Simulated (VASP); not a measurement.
# HfSi3W (R-3m) in VASP: relaxation of cell and atoms with PBE

Aim: the relaxation of cell and atoms of HfSi3W with PBE.

Program: VASP 6.6.1. These are calculated values, not measurements. Logs are shortened: lines on timing, memory, paths and dates and some standing lists are left out, and cuts for length are marked.

## 1. The cell of the first run

Symmetry: R-3m, No. 166, trigonal system. The conventional cell has a = 5.730 Å, b = 5.730 Å, c = 10.045 Å, α = 90.00°, β = 90.00°, γ = 120.00°. Within 3.8 Å of Hf (site symmetry -3m) lie 12 Si at 2.86 to 3.73 Å and 6 W at 3.71 Å. Si (site symmetry 2/m) has 2 W at 2.35 Å and 4 Si at 2.86 Å and 2 Hf at 2.86 Å within 3.1 Å. W (site symmetry -3m) has 6 Si at 2.35 Å within 3.1 Å.

The cell was generated, and may not be a known phase.

## 2. Relaxation of cell and atoms, PBE

INCAR reads:

```
  PREC = Accurate
  ENCUT = 500
  EDIFF = 1E-7
  ISMEAR = 0
  SIGMA = 0.2
  LREAL = F
  LASPH = T
  NELM = 120
  ALGO = Normal
  ISIF = 3
  LWAVE = F
  LCHARG = F
  GGA = PE
  IBRION = 2
  NSW = 36
  EDIFFG = -0.08
  GGA_COMPAT = F
  NELMIN = 4
```

KPOINTS reads:

```
Automatic mesh
0
Gamma
  4 4 4
```

POSCAR reads:

```
HfSi3W
1.0
    2.8647826500      1.6539830300      3.3483168800
   -2.8647826500      1.6539830300      3.3483168800
    0.0000000000     -3.3079660600      3.3483168800
Hf Si W
1 3 1
Direct
    0.0000000000      0.0000000000      0.0000000000
    0.5000000000      0.5000000000      0.0000000000
    0.0000000000      0.5000000000      0.5000000000
    0.5000000000      0.0000000000      0.5000000000
    0.5000000000      0.5000000000      0.5000000000
```

Potentials or basis: VASP PAW PBE potentials, release 64 (Hf_pv, Si, W_sv).

On the command line:

```sh
cat potpaw_PBE.64/Hf_pv/POTCAR potpaw_PBE.64/Si/POTCAR potpaw_PBE.64/W_sv/POTCAR > POTCAR
mpirun -np 1 vasp_std > vasp.out
```

OUTCAR:

```text
PREC = Accurate
   ENCUT = 500
   EDIFF = 1E-7
   ISMEAR = 0
   LREAL = F
   LASPH = T
   NELM = 120
   ISIF = 3
   GGA = PE
   IBRION = 2
   NSW = 36
   EDIFFG = -0.08
   NELMIN = 4

 ion  position               nearest neighbor table
   1  0.000  0.000  0.000-   3 2.86   4 2.86   3 2.86   4 2.86   2 2.86   2 2.86
   2  0.500  0.500  0.000-   5 2.35   5 2.35   4 2.86   3 2.86   4 2.86   3 2.86   1 2.86   1 2.86

   3  0.000  0.500  0.500-   5 2.35   5 2.35   2 2.86   1 2.86   2 2.86   1 2.86   4 2.86   4 2.86

   4  0.500  0.000  0.500-   5 2.35   5 2.35   2 2.86   2 2.86   1 2.86   1 2.86   3 2.86   3 2.86

   5  0.500  0.500  0.500-   2 2.35   2 2.35   4 2.35   3 2.35   4 2.35   3 2.35

  LATTYP: Found a trigonal (rhomboedric) cell.
 ALAT       =     4.7067892904
 COS(alpha) =     0.2590927611

  Lattice vectors:

 A1 = (   2.8647826500,   1.6539830300,   3.3483168800)
 A2 = (  -2.8647826500,   1.6539830300,   3.3483168800)
 A3 = (   0.0000000000,  -3.3079660600,   3.3483168800)

Analysis of symmetry for initial positions (statically):
=====================================================================
 Subroutine PRICEL returns:
 Original cell was already a primitive cell.

 Routine SETGRP: Setting up the symmetry group for a
 trigonal (rhombohedral) supercell.

 Subroutine GETGRP returns: Found 12 space group operations
 (whereof 12 operations were pure point group operations)
 out of a pool of 12 trial point group operations.

The static configuration has the point symmetry D_3d.

Analysis of symmetry for dynamics (positions and initial velocities):
=====================================================================
 Subroutine PRICEL returns:
 Original cell was already a primitive cell.

 Routine SETGRP: Setting up the symmetry group for a
 trigonal (rhombohedral) supercell.

 Subroutine GETGRP returns: Found 12 space group operations
 (whereof 12 operations were pure point group operations)
 out of a pool of 12 trial point group operations.

The dynamic configuration has the point symmetry D_3d.

 Subroutine INISYM returns: Found 12 space group operations
 (whereof 12 operations are pure point group operations),
 and found     1 'primitive' translations

----------------------------------------------------------------------------------------

                                     Primitive cell

  volume of cell :      95.1920

  direct lattice vectors                    reciprocal lattice vectors
     2.864782650  1.653983030  3.348316880     0.174533311  0.100766854  0.099552505
    -2.864782650  1.653983030  3.348316880    -0.174533311  0.100766854  0.099552505
     0.000000000 -3.307966060  3.348316880     0.000000000 -0.201533708  0.099552505

  length of vectors
     4.706789290  4.706789290  4.706789286     0.224781086  0.224781086  0.224781086

  position of ions in fractional coordinates (direct lattice)
     0.000000000  0.000000000  0.000000000
     0.500000000  0.500000000  0.000000000
     1.000000000  0.500000000  0.500000000
     0.500000000  1.000000000  0.500000000
     0.500000000  0.500000000  0.500000000

  ion indices of the primitive-cell ions
   primitive index   ion index
                 1           1
                 2           2
                 3           3
                 4           4
                 5           5

----------------------------------------------------------------------------------------

 KPOINTS: Automatic mesh

Automatic generation of k-mesh.
 Grid dimensions read from file:
 generate k-points for:    4    4    4

 Generating k-lattice:

  Cartesian coordinates                     Fractional coordinates (reciprocal lattice)
     0.043633328  0.025191714  0.024888126     0.250000000 -0.000000000  0.000000000
    -0.043633328  0.025191714  0.024888126    -0.000000000  0.250000000  0.000000000
     0.000000000 -0.050383427  0.024888126     0.000000000  0.000000000  0.250000000

  Length of vectors
     0.056195272  0.056195272  0.056195272

  Shift w.r.t. Gamma in fractional coordinates (k-lattice)
     0.000000000  0.000000000  0.000000000

 Subroutine IBZKPT returns following result:
 ===========================================

 Found     13 irreducible k-points:

 Following reciprocal coordinates:
            Coordinates               Weight
  0.000000  0.000000  0.000000      1.000000
  0.250000 -0.000000 -0.000000      6.000000
  0.500000 -0.000000 -0.000000      3.000000
  0.250000  0.250000  0.000000      6.000000
  0.500000  0.250000 -0.000000     12.000000
 -0.250000  0.250000  0.000000      6.000000
  0.500000  0.500000  0.000000      3.000000
  0.250000  0.250000  0.250000      2.000000
  0.500000  0.250000  0.250000      6.000000
 -0.250000  0.250000  0.250000      6.000000
  0.500000  0.500000  0.250000      6.000000
 -0.250000  0.500000  0.250000      6.000000
  0.500000  0.500000  0.500000      1.000000
   k-points           NKPTS =     13   k-points in BZ     NKDIM =     13   number of bands    NBANDS=     22
   number of dos      NEDOS =    301   number of ions     NIONS =      5
   total plane-waves  NPLWV =  46656
   dimension x,y,z NGX =    36 NGY =   36 NGZ =   36
   dimension x,y,z NGXF=    72 NGYF=   72 NGZF=   72
   ions per type =               1   3   1
   NGX,Y,Z   is equivalent  to a cutoff of  12.72, 12.72, 12.72 a.u.
   NGXF,Y,Z  is equivalent  to a cutoff of  25.43, 25.43, 25.43 a.u.
 SYSTEM =  unknown system
   PREC   = accura    normal or accurate (medium, high low for compatibility)
   ISTART =      0    job   : 0-new  1-cont  2-samecut
   ICHARG =      2    charge: 1-file 2-atom 10-const
   ISPIN  =      1    spin polarized calculation?
   LNONCOLLINEAR =      F non collinear calculations
   LSORBIT =      F    spin-orbit coupling
   LASPH  =      T    aspherical Exc in radial PAW
   ENCUT  =  500.0 eV  36.75 Ry    6.06 a.u.   8.58  8.58  8.58*2*pi/ulx,y,z
   NELM   =    120;   NELMIN=  4; NELMDL= -5     # of ELM steps
   EDIFF  = 0.1E-06   stopping-criterion for ELM
   LREAL  =      F    real-space projection
   EDIFFG = -.8E-01   stopping-criterion for IOM
   NSW    =     36    number of steps for IOM
   IBRION =      2    ionic relax: 0-MD 1-quasi-New 2-CG
   NFREE  =      1    steps in history (QN), initial steepest desc. (CG)
   ISIF   =      3    stress and relaxation
   ISYM   =      2    0-nonsym 1-usesym 2-fastsym
   POTIM  = 0.5000    time-step for ionic-motion
   TEBEG  =    0.0;   TEEND  =   0.0 temperature during run
   PSTRESS=    0.0 pullay stress
   NELECT =      36.0000    total number of electrons
   NUPDOWN=      -1.0000    fix difference up-down
   EMIN   =  10.00;   EMAX   =-10.00  energy-range for DOS
   EFERMI =   0.00;   METHOD = LEGACY
   ISMEAR =     0;   SIGMA  =   0.20  broadening in eV -4-tet -1-fermi 0-gaus
   EFERMI_NEDOS =   21; number of points for ismear=-14 and -15
   IALGO  =     38    algorithm
   IMIX   =      4    mixing-type and parameters
     AMIX     =   0.40;   BMIX     =  1.00
     AMIX_MAG =   1.60;   BMIX_MAG =  1.00
  volume/ion in A,a.u.               =      19.04       128.48
  Fermi-wavevector in a.u.,A,eV,Ry     =   1.183883  2.237215 19.069643  1.401579
  Thomas-Fermi vector in A             =   2.320109
   LORBIT       =      0    0 simple, 1 ext, 2 COOP (PROOUT), +10 PAW based schemes
   GGA     = PE    functional components
   LHFCALC =     F    Hartree Fock is set to
   AEXX    =    0.0000 exact exchange contribution
   IVDW    =     0    specifies the selected vdW correction
   LEPSILON=     F    determine dielectric tensor
   LRPA    =     F    only Hartree local field effects (RPA)
 conjugate gradient relaxation of ions
 non-spin polarized calculation
 Gauss-broadening in eV      SIGMA  =   0.20
  energy-cutoff  :      500.00
  volume of cell :       95.19
 maximum number of plane-waves:      2445
 NGX is ok and might be reduce to    36
   NGX = 17   NGY = 17   NGZ = 17

--------------------------------------- Ionic step        1  -------------------------------------------

 number of electron      36.0000003 magnetization

 Free energy of the ion-electron system (eV)
  ---------------------------------------------------
  ext. energy  EPLUGINS =         0.00000000
  ---------------------------------------------------
  free energy    TOTEN  =       -36.99811380 eV

  energy without entropy =      -36.91432190  energy(sigma->0) =      -36.95621785

------------------------ aborting loop because EDIFF is reached ----------------------------------------

  FORCE on cell =-STRESS in cart. coord.  units (eV):
  Direction    XX          YY          ZZ          XY          YZ          ZX
  --------------------------------------------------------------------------------------
  -------------------------------------------------------------------------------------
  Total       -2.0370107     -2.0370107      6.9213893     -0.0000000      0.0000000      0.0000000
  in kB      -34.2849381    -34.2849379    116.4939384     -0.0000000      0.0000000      0.0000000
  external PRESSURE =      15.9746874 kB  Pullay stress =       0.0000000 kB

 VOLUME and BASIS-vectors are now :
 -----------------------------------------------------------------------------
  energy-cutoff  :      500.00
  volume of cell :       95.19
      direct lattice vectors                 reciprocal lattice vectors
     2.864782650  1.653983030  3.348316880     0.174533311  0.100766854  0.099552505
    -2.864782650  1.653983030  3.348316880    -0.174533311  0.100766854  0.099552505
     0.000000000 -3.307966060  3.348316880     0.000000000 -0.201533708  0.099552505
[... 235 lines left out ...]
 POSITION                                       TOTAL-FORCE (eV/Angst)
 -----------------------------------------------------------------------------------
     -0.00000     -0.00000      0.00000        -0.000000     -0.000000     -0.000000
     -0.00000      1.56466      3.71800        -0.000000     -0.000000     -0.000000
     -1.35504     -0.78233      3.71800         0.000000      0.000000     -0.000000
      1.35504     -0.78233      3.71800        -0.000000     -0.000000     -0.000000
     -0.00000      0.00000      5.57700         0.000000      0.000000      0.000000
 -----------------------------------------------------------------------------------
    total drift:                                0.000000     -0.000000      0.000000

  FREE ENERGIE OF THE ION-ELECTRON SYSTEM (eV)
  ---------------------------------------------------
  free  energy   TOTEN  =       -37.5652314960 eV

  energy  without entropy=      -37.4983366037  energy(sigma->0) =      -37.53178405

--------------------------------------- Ionic step        8  -------------------------------------------

 number of electron      35.9999996 magnetization

 Free energy of the ion-electron system (eV)
  ---------------------------------------------------
  ext. energy  EPLUGINS =         0.00000000
  ---------------------------------------------------
  free energy    TOTEN  =       -37.56618280 eV

  energy without entropy =      -37.49900866  energy(sigma->0) =      -37.53259573

 E-fermi :   7.2214     XC(G=0): -10.7412

 val. band max:        7.1567973580   @ k =  -0.2500   0.2500   0.0000
 cond. band min:       7.2878075982   @ k =   0.5000   0.5000   0.0000
 fundamental gap:      0.1310102402
 Fermi energy:         7.2214165714

 k-point     1 :       0.0000    0.0000    0.0000
  band No.  band energies     occupation
      1     -66.6915      2.00000
      2     -31.2141      2.00000
      3     -30.9127      2.00000
      4     -30.9127      2.00000
      5     -24.5226      2.00000
      6     -24.3108      2.00000
[... 14 lines left out ...]
     21       7.4765      0.07124
     22       7.4765      0.07124
[... 320 lines left out ...]
 POSITION                                       TOTAL-FORCE (eV/Angst)
 -----------------------------------------------------------------------------------
     -0.00000      3.12775      7.46698         0.000000     -0.000000      0.000000
     -0.00000      1.56387      3.73349         0.000000     -0.000000     -0.000000
     -1.35435     -0.78194      3.73349        -0.000000     -0.000000     -0.000000
      1.35435     -0.78194      3.73349        -0.000000     -0.000000     -0.000000
     -0.00000      0.00000      5.60023        -0.000000      0.000000      0.000000
 -----------------------------------------------------------------------------------
    total drift:                               -0.000000     -0.000000      0.000000

  FREE ENERGIE OF THE ION-ELECTRON SYSTEM (eV)
  ---------------------------------------------------
  free  energy   TOTEN  =       -37.5661828029 eV

  energy  without entropy=      -37.4990086634  energy(sigma->0) =      -37.53259573

 reached required accuracy - stopping structural energy minimisation
```

Run time: 5.5 min. Hardware: 1 thread of Intel Xeon 8259CL, shared host; peak memory 0.23 GiB.

What came out:

- Free energy: -37.5662 eV
- Relaxed volume: 18.98 Å³/atom
- Relaxed cell: a = 4.870 Å, b = 4.870 Å, c = 4.870 Å, α = 67.58°, β = 67.58°, γ = 67.58°
- Space group after relaxing (to 0.1 Å): R-3m (No. 166)
- Energy gained by relaxing: 113.6 meV/atom
- Ionic steps: 8
- Pressure after relaxing: 0.1 GPa
- Band gap on the k mesh: zero (bands 18 and 19 overlap by 1.24 eV)

The path:
```
step  energy change (eV)  largest force (eV/Å)  pressure (GPa)  volume (Å³)
   1              0.0000                0.0000            1.60        95.19
   2             -0.3959                0.0000           -2.73        97.60
   3             -0.4921                0.0000           -5.12        99.33
   4             -0.3643                0.0000            6.73        90.74
   5             -0.5555                0.0000           -1.42        96.06
   6             -0.5555                0.0000           -1.32        95.99
   7             -0.5671                0.0000            0.45        94.59
   8             -0.5681                0.0000            0.06        94.89
```

Final structure:
```cif
data_structure
_symmetry_space_group_name_H-M 'P 1'
_symmetry_Int_Tables_number 1
_cell_length_a 4.8705
_cell_length_b 4.8705
_cell_length_c 4.8705
_cell_angle_alpha 67.579
_cell_angle_beta 67.579
_cell_angle_gamma 67.579
_cell_volume 94.89
loop_
_atom_site_label
_atom_site_type_symbol
_atom_site_fract_x
_atom_site_fract_y
_atom_site_fract_z
_atom_site_occupancy
Hf1 Hf 0.00000 0.00000 0.00000 1
Si1 Si 0.50000 0.50000 0.00000 1
Si2 Si 0.00000 0.50000 0.50000 1
Si3 Si 0.50000 0.00000 0.50000 1
W1 W 0.50000 0.50000 0.50000 1
```

Caveat: the highest band is partly filled, so the run has too few bands; spin-orbit coupling is left out, which moves the levels of the heavy elements.

The gap in the log of VASP goes by the Fermi energy; the results here count the filled bands.